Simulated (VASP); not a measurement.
Write the native input for VASP 6.6.1 that does the following.

- Task: single point
- Functional: PBE
- Potentials or basis: VASP PAW PBE potentials, release 64 (Al)
- Cutoff: 500 eV
- k mesh: 14 × 14 × 14
- Occupations: fermi-dirac, width 0.0612256 eV
- Spin: no spin polarisation
- Dipole correction: no
- Further INCAR settings: ALGO = Normal; EDIFF = 1e-06; NBANDS = 8

The structure of Al lies in POSCAR:

```
Al
1.0
    2.7221236659      0.0000000000      0.0000000000
    0.0000000000      2.7221236659      0.0000000000
    0.0000000000      0.0000000000      2.7221236659
Al
1
Direct
    0.0000000000      0.0000000000      0.0000000000
```

This isn't the form of Al at room conditions, which is fcc.

One way to write it, as run:

INCAR

```
ALGO = Normal ; EDIFF = 1E-6
ENCUT = 500 ; GGA = PE
GGA_COMPAT = False ; ISIF = 2
ISMEAR = -1 ; LASPH = True
LCHARG = True ; LELF = True
LREAL = False ; LVHAR = True
LWAVE = False ; NBANDS = 8
NELM = 120 ; PREC = Accurate
SIGMA = 0.06122561905347299
```

KPOINTS

```
k-points
0
Gamma
  14 14 14
```

Potentials or basis: VASP PAW PBE potentials, release 64 (Al).

Run with:

```bash
$ cat potpaw_PBE.64/Al/POTCAR > POTCAR
$ mpirun -np 1 vasp_std > vasp.out
```

Results of the run:

```
Pressure               : 0.1 GPa
Band gap on the k mesh : zero (an odd number of electrons rules out a gap without spin polarisation)
```

Wall time 7.2 s on 1 thread of AMD EPYC 7R13 Processor (Zen 3), on a shared host, peak memory 0.1 GiB.
